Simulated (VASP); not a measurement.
# Rh (Fm-3m) in VASP: further runs

The runs below take Rh through single point, with LDA, BLYP.

Program: VASP 6.6.1. These are calculated values, not measurements. Logs are shortened: lines on timing, memory, paths and dates and some standing lists are left out, and cuts for length are marked.

## Step 1: The cell of the first run

The structure is cubic, space group Fm-3m (No. 225). Conventional cell: a = 3.796 Å, b = 3.796 Å, c = 3.796 Å, α = 90.00°, β = 90.00°, γ = 90.00°. Within 3.5 Å of Rh (site symmetry m-3m) lie 12 Rh at 2.68 Å.

## Step 2: Single point, LDA

POSCAR reads:

```
Rh
1.0
    0.0000000000      1.8978500000      1.8978500000
    1.8978500000      0.0000000000      1.8978500000
    1.8978500000      1.8978500000      0.0000000000
Rh
1
Direct
    0.0000000000      0.0000000000      0.0000000000
```

INCAR.step1 reads:

```
SYSTEM = Rh
PREC     = Accurate       ! precision mode
ENCUT    = 520            ! plane-wave cutoff, eV
EDIFF    = 1E-6           ! SCF threshold, eV
ISMEAR   = -1             ! smearing method
SIGMA    = 0.05           ! smearing width, eV
LREAL    = .False.        ! projectors in reciprocal space
LASPH    = .True.         ! aspherical terms in the spheres
NELM     = 60             ! most SCF steps
ALGO     = Fast           ! electronic algorithm
ISIF     = 2              ! what is computed and relaxed
LWAVE    = .False.        ! write WAVECAR
LCHARG   = .True.         ! write CHGCAR
LMAXMIX  = 4              ! l up to which the mixer works
NBANDS   = 14             ! bands
```

KPOINTS.step1 reads:

```
Automatic mesh
0
Gamma
  7 7 7
  0 0 0
```

INCAR.step2 reads:

```
SYSTEM = Rh
PREC     = Accurate       ! precision mode
ENCUT    = 520            ! plane-wave cutoff, eV
EDIFF    = 1E-6           ! SCF threshold, eV
ISMEAR   = -5             ! smearing method
SIGMA    = 0.05           ! smearing width, eV
LREAL    = .False.        ! projectors in reciprocal space
LASPH    = .True.         ! aspherical terms in the spheres
NELM     = 60             ! most SCF steps
ALGO     = Fast           ! electronic algorithm
ISIF     = 2              ! what is computed and relaxed
LWAVE    = .False.        ! write WAVECAR
LCHARG   = .False.        ! write CHGCAR
LMAXMIX  = 4              ! l up to which the mixer works
LORBIT   = 11             ! projections on sites
NEDOS    = 1001           ! points of the DOS
ICHARG   = 11             ! starting density
```

KPOINTS.step2 reads:

```
Automatic mesh
0
Gamma
  11 11 11
  0 0 0
```

Potentials or basis: VASP PAW LDA potentials, release 64 (Rh_pv).

Run with:

```bash
cat potpaw_LDA.64/Rh_pv/POTCAR > POTCAR
cp INCAR.step1 INCAR
cp KPOINTS.step1 KPOINTS
mpirun -np 1 vasp_std > vasp.out
cp INCAR.step2 INCAR
cp KPOINTS.step2 KPOINTS
mpirun -np 1 vasp_std > vasp.out
```

OUTCAR:

```text
SYSTEM = Rh
   PREC = Accurate
   ENCUT = 520
   EDIFF = 1E-6
   ISMEAR = -5
   LREAL = .False.
   LASPH = .True.
   NELM = 60
   ISIF = 2
   LORBIT = 11
   ICHARG = 11

 ion  position               nearest neighbor table
   1  0.000  0.000  0.000-

  LATTYP: Found a face centered cubic cell.
 ALAT       =     3.7957000000

  Lattice vectors:

 A1 = (   0.0000000000,   1.8978500000,   1.8978500000)
 A2 = (   1.8978500000,   0.0000000000,   1.8978500000)
 A3 = (   1.8978500000,   1.8978500000,   0.0000000000)

Analysis of symmetry for initial positions (statically):
=====================================================================
 Subroutine PRICEL returns:
 Original cell was already a primitive cell.

 Routine SETGRP: Setting up the symmetry group for a
 face centered cubic supercell.

 Subroutine GETGRP returns: Found 48 space group operations
 (whereof 48 operations were pure point group operations)
 out of a pool of 48 trial point group operations.

The static configuration has the point symmetry O_h .

Analysis of symmetry for dynamics (positions and initial velocities):
=====================================================================
 Subroutine PRICEL returns:
 Original cell was already a primitive cell.

 Routine SETGRP: Setting up the symmetry group for a
 face centered cubic supercell.

 Subroutine GETGRP returns: Found 48 space group operations
 (whereof 48 operations were pure point group operations)
 out of a pool of 48 trial point group operations.

The dynamic configuration has the point symmetry O_h .

 Subroutine INISYM returns: Found 48 space group operations
 (whereof 48 operations are pure point group operations),
 and found     1 'primitive' translations

----------------------------------------------------------------------------------------

                                     Primitive cell

  volume of cell :      13.6715

  direct lattice vectors                    reciprocal lattice vectors
     0.000000000  1.897850000  1.897850000    -0.263456016  0.263456016  0.263456016
     1.897850000  0.000000000  1.897850000     0.263456016 -0.263456016  0.263456016
     1.897850000  1.897850000  0.000000000     0.263456016  0.263456016 -0.263456016

  length of vectors
     2.683965209  2.683965209  2.683965209     0.456319205  0.456319205  0.456319205

  position of ions in fractional coordinates (direct lattice)
     0.000000000  0.000000000  0.000000000

  ion indices of the primitive-cell ions
   primitive index   ion index
                 1           1

----------------------------------------------------------------------------------------

 KPOINTS: Automatic mesh

Automatic generation of k-mesh.
 Grid dimensions read from file:
 generate k-points for:   11   11   11

 Generating k-lattice:

  Cartesian coordinates                     Fractional coordinates (reciprocal lattice)
    -0.023950547  0.023950547  0.023950547     0.090909091  0.000000000  0.000000000
     0.023950547 -0.023950547  0.023950547     0.000000000  0.090909091  0.000000000
     0.023950547  0.023950547 -0.023950547     0.000000000  0.000000000  0.090909091

  Length of vectors
     0.041483564  0.041483564  0.041483564

  Shift w.r.t. Gamma in fractional coordinates (k-lattice)
     0.000000000  0.000000000  0.000000000

 TETIRR: Found    201 inequivalent tetrahedra from     7986

 Subroutine IBZKPT returns following result:
 ===========================================

 Found     56 irreducible k-points:

 Following reciprocal coordinates:
            Coordinates               Weight
  0.000000  0.000000  0.000000      1.000000
  0.090909  0.000000  0.000000      8.000000
  0.181818  0.000000  0.000000      8.000000
  0.272727  0.000000  0.000000      8.000000
  0.363636  0.000000  0.000000      8.000000
  0.454545  0.000000  0.000000      8.000000
[... 16 lines left out ...]
 -0.272727  0.181818  0.000000     24.000000
 -0.181818  0.181818  0.000000     12.000000
 [... further k-points ...]
   k-points           NKPTS =     56   k-points in BZ     NKDIM =     56   number of bands    NBANDS=     11
   number of dos      NEDOS =   1001   number of ions     NIONS =      1
   total plane-waves  NPLWV =   8000
   dimension x,y,z NGX =    20 NGY =   20 NGZ =   20
   dimension x,y,z NGXF=    40 NGYF=   40 NGZF=   40
   ions per type =               1
   NGX,Y,Z   is equivalent  to a cutoff of  12.39, 12.39, 12.39 a.u.
   NGXF,Y,Z  is equivalent  to a cutoff of  24.78, 24.78, 24.78 a.u.
 SYSTEM =  Rh
   PREC   = accura    normal or accurate (medium, high low for compatibility)
   ISTART =      0    job   : 0-new  1-cont  2-samecut
   ICHARG =     11    charge: 1-file 2-atom 10-const
   ISPIN  =      1    spin polarized calculation?
   LNONCOLLINEAR =      F non collinear calculations
   LSORBIT =      F    spin-orbit coupling
   LASPH  =      T    aspherical Exc in radial PAW
   ENCUT  =  520.0 eV  38.22 Ry    6.18 a.u.   4.99  4.99  4.99*2*pi/ulx,y,z
   NELM   =     60;   NELMIN=  2; NELMDL=  0     # of ELM steps
   EDIFF  = 0.1E-05   stopping-criterion for ELM
   LREAL  =      F    real-space projection
   EDIFFG = 0.1E-04   stopping-criterion for IOM
   NSW    =      0    number of steps for IOM
   IBRION =     -1    ionic relax: 0-MD 1-quasi-New 2-CG
   NFREE  =      0    steps in history (QN), initial steepest desc. (CG)
   ISIF   =      2    stress and relaxation
   ISYM   =      2    0-nonsym 1-usesym 2-fastsym
   POTIM  = 0.5000    time-step for ionic-motion
   TEBEG  =    0.0;   TEEND  =   0.0 temperature during run
   PSTRESS=    0.0 pullay stress
   NELECT =      15.0000    total number of electrons
   NUPDOWN=      -1.0000    fix difference up-down
   EMIN   =  10.00;   EMAX   =-10.00  energy-range for DOS
   EFERMI =   0.00;   METHOD = LEGACY
   ISMEAR =    -5;   SIGMA  =   0.05  broadening in eV -4-tet -1-fermi 0-gaus
   EFERMI_NEDOS =   21; number of points for ismear=-14 and -15
   IALGO  =     68    algorithm
   IMIX   =      4    mixing-type and parameters
     AMIX     =   0.40;   BMIX     =  1.00
     AMIX_MAG =   1.60;   BMIX_MAG =  1.00
  volume/ion in A,a.u.               =      13.67        92.26
  Fermi-wavevector in a.u.,A,eV,Ry     =   1.688496  3.190795 38.790465  2.851019
  Thomas-Fermi vector in A             =   2.770792
   LORBIT       =     11    0 simple, 1 ext, 2 COOP (PROOUT), +10 PAW based schemes
   GGA     = CA    functional components
   LHFCALC =     F    Hartree Fock is set to
   AEXX    =    0.0000 exact exchange contribution
   IVDW    =     0    specifies the selected vdW correction
   LEPSILON=     F    determine dielectric tensor
   LRPA    =     F    only Hartree local field effects (RPA)
 non-spin polarized calculation
 RMM-DIIS sequential band-by-band and
 Fermi weights with tetrahedron method with Bloechl corrections
  energy-cutoff  :      520.00
  volume of cell :       13.67
 maximum number of plane-waves:       376

 number of electron      15.0000007 magnetization

 Free energy of the ion-electron system (eV)
  ---------------------------------------------------
  ext. energy  EPLUGINS =         0.00000000
  ---------------------------------------------------
  free energy    TOTEN  =        -8.65718064 eV

  energy without entropy =       -8.65718064  energy(sigma->0) =       -8.65718064

 E-fermi :  11.7918     XC(G=0): -14.3911

 val. band max:       12.1791841783   @ k =   0.4545   0.0000   0.0000
 cond. band min:      11.6529125260   @ k =   0.2727   0.2727   0.0000
 fundamental gap:     -0.5262716523
 Fermi energy:        11.7917525381

 k-point     1 :       0.0000    0.0000    0.0000
  band No.  band energies     occupation
      1     -34.3949      2.00000
      2     -34.3949      2.00000
      3     -34.3949      2.00000
      4       3.7429      2.00000
      5       8.6514      2.00000
      6       8.6514      2.00000
      7       8.6514      2.00000
      8      10.8052      2.00000
      9      10.8052      2.00000
     10      27.7538      0.00000
     11      32.0873      0.00000

 k-point     2 :       0.0909    0.0000    0.0000
  band No.  band energies     occupation
      1     -34.4573      2.00000
      2     -34.4033      2.00000
      3     -34.4033      2.00000
      4       4.0732      2.00000
      5       8.5116      2.00000
      6       8.7772      2.00000
      7       8.7772      2.00000
      8      10.7384      2.00000
      9      10.7384      2.00000
     10      28.2264      0.00000
     11      31.6384      0.00000

 k-point     3 :       0.1818    0.0000    0.0000
  band No.  band energies     occupation
      1     -34.6227      2.00000
      2     -34.4258      2.00000
      3     -34.4258      2.00000
      4       4.9211      2.00000
      5       8.3046      2.00000
      6       9.0077      2.00000
      7       9.0077      2.00000
      8      10.7120      2.00000
      9      10.7120      2.00000
     10      28.9055      0.00000
     11      29.3000      0.00000

 k-point     4 :       0.2727    0.0000    0.0000
  band No.  band energies     occupation
      1     -34.8354      2.00000
      2     -34.4551      2.00000
      3     -34.4551      2.00000
      4       5.6572      2.00000
      5       8.7657      2.00000
      6       8.9929      2.00000
      7       8.9929      2.00000
      8      11.1020      2.02823
      9      11.1020      2.32976
     10      26.2053      0.00000
     11      29.2085      0.00000
[... 239 lines left out ...]
 k-point    22 :      -0.3636    0.1818    0.0000
  band No.  band energies     occupation
      1     -35.0435      2.00000
      2     -34.6648      2.00000
      3     -34.5177      2.00000
      4       6.5388      2.00000
      5       8.0238      2.00000
      6       9.3120      2.00000
      7       9.4046      2.00000
      8      11.6094      1.50630
      9      15.5441      0.00000
     10      21.7718      0.00000
     11      27.5864      0.00000

 k-point    23 :      -0.2727    0.1818    0.0000
  band No.  band energies     occupation
      1     -34.9413      2.00000
      2     -34.6410      2.00000
      3     -34.4820      2.00000
      4       6.7778      2.00000
      5       8.1551      2.00000
      6       8.5914      2.00000
      7       9.5584      2.00000
      8      10.6861      2.00000
      9      13.9350      0.00000
     10      24.8383      0.00000
     11      27.8618      0.00000

 k-point    24 :      -0.1818    0.1818    0.0000
  band No.  band energies     occupation
      1     -34.8156      2.00000
      2     -34.5736      2.00000
      3     -34.4482      2.00000
      4       6.4428      2.00000
      5       7.7432      2.00000
      6       8.8758      2.00000
      7       9.8090      2.00000
      8       9.8948      2.00000
      9      12.4849     -0.05546
     10      27.2870      0.00000
     11      28.8781      0.00000

 [... further k-points ...]

------------------------ aborting loop because EDIFF is reached ----------------------------------------

  FORCE on cell =-STRESS in cart. coord.  units (eV):
  Direction    XX          YY          ZZ          XY          YZ          ZX
  --------------------------------------------------------------------------------------
  -------------------------------------------------------------------------------------
  Total       -0.2188231     -0.2188231     -0.2188231      0.0000000     -0.0000000      0.0000000
  in kB      -25.6441392    -25.6441392    -25.6441392      0.0000000     -0.0000000      0.0000000
  external PRESSURE =     -25.6441392 kB  Pullay stress =       0.0000000 kB

 VOLUME and BASIS-vectors are now :
 -----------------------------------------------------------------------------
  energy-cutoff  :      520.00
  volume of cell :       13.67
      direct lattice vectors                 reciprocal lattice vectors
     0.000000000  1.897850000  1.897850000    -0.263456016  0.263456016  0.263456016
     1.897850000  0.000000000  1.897850000     0.263456016 -0.263456016  0.263456016
     1.897850000  1.897850000  0.000000000     0.263456016  0.263456016 -0.263456016

 POSITION                                       TOTAL-FORCE (eV/Angst)
 -----------------------------------------------------------------------------------
      0.00000      0.00000      0.00000         0.000000     -0.000000     -0.000000
 -----------------------------------------------------------------------------------
    total drift:                                0.000000      0.000000      0.000000

  FREE ENERGIE OF THE ION-ELECTRON SYSTEM (eV)
  ---------------------------------------------------
  free  energy   TOTEN  =        -8.6571806447 eV

  energy  without entropy=       -8.6571806447  energy(sigma->0) =       -8.65718064

 total charge

# of ion       s       p       d       tot
------------------------------------------
    1        0.414   6.306   7.078  13.798
```

Run time: 5.6 s. Hardware: 1 thread of Intel Xeon Platinum 8488C (Sapphire Rapids), shared host; peak memory 0.12 GiB.

Results:

| Item | Value |
| --- | --- |
| Valence electrons inside the program's atomic spheres | Rh 13.80 |

Caveat: the k points lie up to 0.41 Å⁻¹ apart.

## Step 3: Single point, BLYP

POSCAR is that of step 2.

INCAR.step1 reads:

```
PREC     = Accurate       # precision mode
ENCUT    = 520            # plane-wave cutoff, eV
EDIFF    = 1E-6           # SCF threshold, eV
ISMEAR   = -1             # smearing method
SIGMA    = 0.05           # smearing width, eV
LREAL    = F              # projectors in reciprocal space
LASPH    = T              # aspherical terms in the spheres
NELM     = 60             # most SCF steps
ALGO     = Fast           # electronic algorithm
ISIF     = 2              # what is computed and relaxed
LWAVE    = F              # write WAVECAR
LCHARG   = T              # write CHGCAR
LMAXMIX  = 4              # l up to which the mixer works
GGA      = B5             # functional
ALDAX    = 1.0          
AGGAX    = 1.0          
AGGAC    = 1.0          
ALDAC    = 0.0          
NBANDS   = 14             # bands
```

KPOINTS.step1 reads:

```
Automatic mesh
0
Gamma
  7 7 7
```

INCAR.step2 reads:

```
PREC     = Accurate       # precision mode
ENCUT    = 520            # plane-wave cutoff, eV
EDIFF    = 1E-6           # SCF threshold, eV
ISMEAR   = -5             # smearing method
SIGMA    = 0.05           # smearing width, eV
LREAL    = F              # projectors in reciprocal space
LASPH    = T              # aspherical terms in the spheres
NELM     = 60             # most SCF steps
ALGO     = Fast           # electronic algorithm
ISIF     = 2              # what is computed and relaxed
LWAVE    = F              # write WAVECAR
LCHARG   = F              # write CHGCAR
LMAXMIX  = 4              # l up to which the mixer works
GGA      = B5             # functional
ALDAX    = 1.0          
AGGAX    = 1.0          
AGGAC    = 1.0          
ALDAC    = 0.0          
LORBIT   = 11             # projections on sites
NEDOS    = 2001           # points of the DOS
ICHARG   = 11             # starting density
```

KPOINTS.step2 reads:

```
Automatic mesh
0
Gamma
  11 11 11
```

Potentials or basis: VASP PAW PBE potentials, release 64 (Rh_pv).

Run with:

```bash
cat potpaw_PBE.64/Rh_pv/POTCAR > POTCAR
cp INCAR.step1 INCAR
cp KPOINTS.step1 KPOINTS
mpirun -np 1 vasp_std > vasp.out
cp INCAR.step2 INCAR
cp KPOINTS.step2 KPOINTS
mpirun -np 1 vasp_std > vasp.out
```

Run time: 11 s. Hardware: 1 thread of Intel Xeon Platinum 8488C (Sapphire Rapids), shared host; peak memory 0.12 GiB.

Results (log left out):

* Valence electrons inside the program's atomic spheres: Rh 13.85

Levels at points of the mesh, in eV from the Fermi level:
| k point | band 6 | band 7 | band 8 | band 9 | band 10 | band 11 |
| --- | --- | --- | --- | --- | --- | --- |
| (0.00, 0.00, 0.00) | -3.11 | -3.11 | -1.02 | -1.02 | 16.28 | 20.28 |

Caveat: the k points lie up to 0.41 Å⁻¹ apart; the PAW data sets were made with another functional, which shifts forces and pressure a little.
